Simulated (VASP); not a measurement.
# CuGe6 (Im-3m) in VASP: a series of runs

CuGe6 is run at these levels: PBE; tasks: single point, relaxation of cell and atoms.

All numbers are computed with VASP 6.6.1; they aren't measurements. Logs are shortened: lines on timing, memory, paths and dates and some standing lists are left out, and cuts for length are marked.

### 1 The cell of the first run

Symmetry: Im-3m, No. 229, cubic system. Conventional cell: a = 7.087 Å, b = 7.087 Å, c = 7.087 Å, α = 90.00°, β = 90.00°, γ = 90.00°. Cu (site symmetry m-3m) has 6 Ge at 2.36 Å within 3.1 Å. Ge (site symmetry 4mm) has 1 Ge at 2.36 Å and 1 Cu at 2.36 Å within 3.1 Å.

The cell was built from a structure type or drawn by symmetry, and may not be a known phase.

### 2 Single point, PBE

File INCAR:

```
SYSTEM = CuGe6
ALGO = Normal
EDIFF = 1E-6
ENCUT = 600
GGA = PE
GGA_COMPAT = .FALSE.
ISIF = 2
ISMEAR = 0
LASPH = .TRUE.
LCHARG = .FALSE.
LREAL = .FALSE.
LWAVE = .FALSE.
NBANDS = 56
NELM = 120
PREC = Accurate
SIGMA = 0.1
```

File KPOINTS:

```
k-points
0
G
  4 4 4
  0 0 0
```

File POSCAR:

```
CuGe6
1.0
   -3.5434917244      3.5434917244      3.5434917244
    3.5434917244     -3.5434917244      3.5434917244
    3.5434917244      3.5434917244     -3.5434917244
Cu Ge
1 6
Direct
    0.0000000000      0.0000000000      0.0000000000
    0.0000000000      0.6662933279      0.6662933279
    0.0000000000      0.3337066721      0.3337066721
    0.6662933279      0.0000000000      0.6662933279
    0.3337066721      0.0000000000      0.3337066721
    0.6662933279      0.6662933279      0.0000000000
    0.3337066721      0.3337066721      0.0000000000
```

Potentials or basis: VASP PAW PBE potentials, release 64 (Cu, Ge_d).

The run is started by

```console
> cat potpaw_PBE.64/Cu/POTCAR potpaw_PBE.64/Ge_d/POTCAR > POTCAR
> mpirun -np 1 vasp_std > vasp.out
```

OUTCAR:

```text
SYSTEM = CuGe6
   EDIFF = 1E-6
   ENCUT = 600
   GGA = PE
   ISIF = 2
   ISMEAR = 0
   LASPH = .TRUE.
   LREAL = .FALSE.
   NELM = 120
   PREC = Accurate

 ion  position               nearest neighbor table
   1  0.000  0.000  0.000-   2 2.36   3 2.36   4 2.36   5 2.36   6 2.36   7 2.36
   2  0.000  0.666  0.666-   3 2.36   1 2.36
   3  0.000  0.334  0.334-   2 2.36   1 2.36
   4  0.666  0.000  0.666-   5 2.36   1 2.36
   5  0.334  0.000  0.334-   4 2.36   1 2.36
   6  0.666  0.666  0.000-   7 2.36   1 2.36
   7  0.334  0.334  0.000-   6 2.36   1 2.36

  LATTYP: Found a body centered cubic cell.
 ALAT       =     7.0869834488

  Lattice vectors:

 A1 = (  -3.5434917244,   3.5434917244,   3.5434917244)
 A2 = (   3.5434917244,  -3.5434917244,   3.5434917244)
 A3 = (   3.5434917244,   3.5434917244,  -3.5434917244)

Analysis of symmetry for initial positions (statically):
=====================================================================
 Subroutine PRICEL returns:
 Original cell was already a primitive cell.

 Routine SETGRP: Setting up the symmetry group for a
 body centered cubic supercell.

 Subroutine GETGRP returns: Found 48 space group operations
 (whereof 48 operations were pure point group operations)
 out of a pool of 48 trial point group operations.

The static configuration has the point symmetry O_h .

Analysis of symmetry for dynamics (positions and initial velocities):
=====================================================================
 Subroutine PRICEL returns:
 Original cell was already a primitive cell.

 Routine SETGRP: Setting up the symmetry group for a
 body centered cubic supercell.

 Subroutine GETGRP returns: Found 48 space group operations
 (whereof 48 operations were pure point group operations)
 out of a pool of 48 trial point group operations.

The dynamic configuration has the point symmetry O_h .

 Subroutine INISYM returns: Found 48 space group operations
 (whereof 48 operations are pure point group operations),
 and found     1 'primitive' translations

----------------------------------------------------------------------------------------

                                     Primitive cell

  volume of cell :     177.9731

  direct lattice vectors                    reciprocal lattice vectors
    -3.543491724  3.543491724  3.543491724     0.000000000  0.141103758  0.141103758
     3.543491724 -3.543491724  3.543491724     0.141103758  0.000000000  0.141103758
     3.543491724  3.543491724 -3.543491724     0.141103758  0.141103758  0.000000000

  length of vectors
     6.137507703  6.137507703  6.137507703     0.199550849  0.199550849  0.199550849

  position of ions in fractional coordinates (direct lattice)
     0.000000000  0.000000000  0.000000000
     0.000000000  0.666293328  0.666293328
     0.000000000  0.333706672  0.333706672
     0.666293328  0.000000000  0.666293328
     0.333706672  0.000000000  0.333706672
     0.666293328  0.666293328  0.000000000
     0.333706672  0.333706672  0.000000000

  ion indices of the primitive-cell ions
   primitive index   ion index
                 1           1
                 2           2
                 3           3
                 4           4
                 5           5
                 6           6
                 7           7

----------------------------------------------------------------------------------------

 KPOINTS: k-points

Automatic generation of k-mesh.
 Grid dimensions read from file:
 generate k-points for:    4    4    4

 Generating k-lattice:

  Cartesian coordinates                     Fractional coordinates (reciprocal lattice)
     0.000000000  0.035275940  0.035275940     0.250000000  0.000000000  0.000000000
     0.035275940  0.000000000  0.035275940     0.000000000  0.250000000  0.000000000
     0.035275940  0.035275940  0.000000000     0.000000000  0.000000000  0.250000000

  Length of vectors
     0.049887712  0.049887712  0.049887712

  Shift w.r.t. Gamma in fractional coordinates (k-lattice)
     0.000000000  0.000000000  0.000000000

 Subroutine IBZKPT returns following result:
 ===========================================

 Found      8 irreducible k-points:

 Following reciprocal coordinates:
            Coordinates               Weight
  0.000000  0.000000  0.000000      1.000000
  0.250000  0.000000  0.000000     12.000000
  0.500000  0.000000  0.000000      6.000000
  0.250000  0.250000  0.000000     24.000000
  0.250000  0.250000  0.250000      2.000000
 -0.250000  0.250000  0.250000      6.000000
  0.500000  0.500000  0.250000     12.000000
  0.500000  0.500000  0.500000      1.000000
   k-points           NKPTS =      8   k-points in BZ     NKDIM =      8   number of bands    NBANDS=     56
   number of dos      NEDOS =    301   number of ions     NIONS =      7
   total plane-waves  NPLWV = 125000
   dimension x,y,z NGX =    50 NGY =   50 NGZ =   50
   dimension x,y,z NGXF=   100 NGYF=  100 NGZF=  100
   ions per type =               1   6
   NGX,Y,Z   is equivalent  to a cutoff of  13.54, 13.54, 13.54 a.u.
   NGXF,Y,Z  is equivalent  to a cutoff of  27.09, 27.09, 27.09 a.u.
 SYSTEM =  CuGe6
   PREC   = accura    normal or accurate (medium, high low for compatibility)
   ISTART =      0    job   : 0-new  1-cont  2-samecut
   ICHARG =      2    charge: 1-file 2-atom 10-const
   ISPIN  =      1    spin polarized calculation?
   LNONCOLLINEAR =      F non collinear calculations
   LSORBIT =      F    spin-orbit coupling
   LASPH  =      T    aspherical Exc in radial PAW
   ENCUT  =  600.0 eV  44.10 Ry    6.64 a.u.  12.26 12.26 12.26*2*pi/ulx,y,z
   NELM   =    120;   NELMIN=  2; NELMDL= -5     # of ELM steps
   EDIFF  = 0.1E-05   stopping-criterion for ELM
   LREAL  =      F    real-space projection
   EDIFFG = 0.1E-04   stopping-criterion for IOM
   NSW    =      0    number of steps for IOM
   IBRION =     -1    ionic relax: 0-MD 1-quasi-New 2-CG
   NFREE  =      0    steps in history (QN), initial steepest desc. (CG)
   ISIF   =      2    stress and relaxation
   ISYM   =      2    0-nonsym 1-usesym 2-fastsym
   POTIM  = 0.5000    time-step for ionic-motion
   TEBEG  =    0.0;   TEEND  =   0.0 temperature during run
   PSTRESS=    0.0 pullay stress
   NELECT =      95.0000    total number of electrons
   NUPDOWN=      -1.0000    fix difference up-down
   EMIN   =  10.00;   EMAX   =-10.00  energy-range for DOS
   EFERMI =   0.00;   METHOD = LEGACY
   ISMEAR =     0;   SIGMA  =   0.10  broadening in eV -4-tet -1-fermi 0-gaus
   EFERMI_NEDOS =   21; number of points for ismear=-14 and -15
   IALGO  =     38    algorithm
   IMIX   =      4    mixing-type and parameters
     AMIX     =   0.40;   BMIX     =  1.00
     AMIX_MAG =   1.60;   BMIX_MAG =  1.00
  volume/ion in A,a.u.               =      25.42       171.57
  Fermi-wavevector in a.u.,A,eV,Ry     =   1.328000  2.509555 23.995003  1.763583
  Thomas-Fermi vector in A             =   2.457270
   LORBIT       =      0    0 simple, 1 ext, 2 COOP (PROOUT), +10 PAW based schemes
   GGA     = PE    functional components
   LHFCALC =     F    Hartree Fock is set to
   AEXX    =    0.0000 exact exchange contribution
   IVDW    =     0    specifies the selected vdW correction
   LEPSILON=     F    determine dielectric tensor
   LRPA    =     F    only Hartree local field effects (RPA)
 non-spin polarized calculation
 Gauss-broadening in eV      SIGMA  =   0.10
  energy-cutoff  :      600.00
  volume of cell :      177.97
 maximum number of plane-waves:      5979
 NGX is ok and might be reduce to    50
   NGX = 25   NGY = 25   NGZ = 25

 number of electron      94.9999992 magnetization

 Free energy of the ion-electron system (eV)
  ---------------------------------------------------
  ext. energy  EPLUGINS =         0.00000000
  ---------------------------------------------------
  free energy    TOTEN  =       -25.30850836 eV

  energy without entropy =      -25.29838633  energy(sigma->0) =      -25.30344735

 E-fermi :   3.6176     XC(G=0):  -9.4970

 val. band max:        3.5850971297   @ k =   0.2500   0.2500   0.2500
 cond. band min:       3.7785227438   @ k =   0.2500   0.2500   0.2500
 fundamental gap:      0.1934256141
 Fermi energy:         3.6175660586

 k-point     1 :       0.0000    0.0000    0.0000
  band No.  band energies     occupation
      1     -21.4011      2.00000
      2     -21.3834      2.00000
      3     -21.3834      2.00000
      4     -21.2768      2.00000
      5     -21.2768      2.00000
      6     -21.2712      2.00000
[... 48 lines left out ...]
     55       8.4919      0.00000
     56       8.5107      0.00000

 k-point     2 :       0.2500    0.0000    0.0000
  band No.  band energies     occupation
      1     -21.3961      2.00000
      2     -21.3844      2.00000
      3     -21.3841      2.00000
      4     -21.2798      2.00000
      5     -21.2765      2.00000
      6     -21.2764      2.00000
[... 48 lines left out ...]
     55       7.3693      0.00000
     56       7.3759      0.00000

 k-point     3 :       0.5000    0.0000    0.0000
  band No.  band energies     occupation
      1     -21.3895      2.00000
      2     -21.3861      2.00000
      3     -21.3853      2.00000
      4     -21.2836      2.00000
      5     -21.2793      2.00000
      6     -21.2742      2.00000
[... 48 lines left out ...]
     55       6.2156      0.00000
     56       7.0044      0.00000

 k-point     4 :       0.2500    0.2500    0.0000
  band No.  band energies     occupation
      1     -21.3904      2.00000
      2     -21.3857      2.00000
      3     -21.3847      2.00000
      4     -21.2810      2.00000
      5     -21.2806      2.00000
      6     -21.2784      2.00000
[... 48 lines left out ...]
     55       6.3223      0.00000
     56       6.4450      0.00000

 k-point     5 :       0.2500    0.2500    0.2500
  band No.  band energies     occupation
      1     -21.3856      2.00000
      2     -21.3856      2.00000
      3     -21.3856      2.00000
      4     -21.2831      2.00000
      5     -21.2831      2.00000
      6     -21.2831      2.00000
[... 48 lines left out ...]
     55       6.5592      0.00000
     56       6.5592      0.00000

 k-point     6 :      -0.2500    0.2500    0.2500
  band No.  band energies     occupation
      1     -21.3950      2.00000
      2     -21.3858      2.00000
      3     -21.3838      2.00000
      4     -21.2783      2.00000
      5     -21.2766      2.00000
      6     -21.2741      2.00000
[... 48 lines left out ...]
     55       6.5107      0.00000
     56       7.7817      0.00000

 k-point     7 :       0.5000    0.5000    0.2500
  band No.  band energies     occupation
      1     -21.3949      2.00000
      2     -21.3852      2.00000
      3     -21.3845      2.00000
      4     -21.2791      2.00000
      5     -21.2769      2.00000
      6     -21.2747      2.00000
[... 48 lines left out ...]
     55       6.6585      0.00000
     56       7.0845      0.00000

 k-point     8 :       0.5000    0.5000    0.5000
  band No.  band energies     occupation
      1     -21.3995      2.00000
      2     -21.3842      2.00000
      3     -21.3842      2.00000
      4     -21.2747      2.00000
      5     -21.2747      2.00000
      6     -21.2747      2.00000
[... 48 lines left out ...]
     55       7.0413      0.00000
     56       7.0413      0.00000

------------------------ aborting loop because EDIFF is reached ----------------------------------------

  FORCE on cell =-STRESS in cart. coord.  units (eV):
  Direction    XX          YY          ZZ          XY          YZ          ZX
  --------------------------------------------------------------------------------------
  -------------------------------------------------------------------------------------
  Total        0.1201082      0.1201082      0.1201082     -0.0000000     -0.0000000      0.0000000
  in kB        1.0812573      1.0812573      1.0812573     -0.0000000     -0.0000000      0.0000000
  external PRESSURE =       1.0812573 kB  Pullay stress =       0.0000000 kB

 VOLUME and BASIS-vectors are now :
 -----------------------------------------------------------------------------
  energy-cutoff  :      600.00
  volume of cell :      177.97
      direct lattice vectors                 reciprocal lattice vectors
    -3.543491724  3.543491724  3.543491724     0.000000000  0.141103758  0.141103758
     3.543491724 -3.543491724  3.543491724     0.141103758  0.000000000  0.141103758
     3.543491724  3.543491724 -3.543491724     0.141103758  0.141103758  0.000000000

 POSITION                                       TOTAL-FORCE (eV/Angst)
 -----------------------------------------------------------------------------------
      0.00000      0.00000      0.00000        -0.000000     -0.000000      0.000000
      4.72201      0.00000      0.00000        -0.010183     -0.000000      0.000000
      2.36497      0.00000      0.00000         0.010183     -0.000000      0.000000
      0.00000      4.72201      0.00000        -0.000000     -0.010183      0.000000
      0.00000      2.36497      0.00000        -0.000000      0.010183      0.000000
      0.00000      0.00000      4.72201         0.000000      0.000000     -0.010183
      0.00000      0.00000      2.36497        -0.000000     -0.000000      0.010183
 -----------------------------------------------------------------------------------
    total drift:                               -0.000000     -0.000000      0.000000

  FREE ENERGIE OF THE ION-ELECTRON SYSTEM (eV)
  ---------------------------------------------------
  free  energy   TOTEN  =       -25.3085083639 eV

  energy  without entropy=      -25.2983863321  energy(sigma->0) =      -25.30344735
```

Run time: 4.5 min. Hardware: 1 thread of AMD EPYC 7R13, shared host; peak memory 0.34 GiB.

Results:

```yaml
Free_energy: -25.3085 eV
Pressure: 0.1 GPa
Largest_force: 0.010 eV/Å
Band_gap_on_the_k_mesh: zero (an odd number of electrons rules out a gap without spin polarisation)
```

Forces in eV/Å, atoms in the order of the input:
```
Cu   0.000  0.000  0.000
Ge  -0.010  0.000  0.000
Ge   0.010  0.000  0.000
Ge   0.000 -0.010  0.000
Ge   0.000  0.010  0.000
Ge   0.000  0.000 -0.010
Ge   0.000  0.000  0.010
```

(Continued in part 2 of 2.)
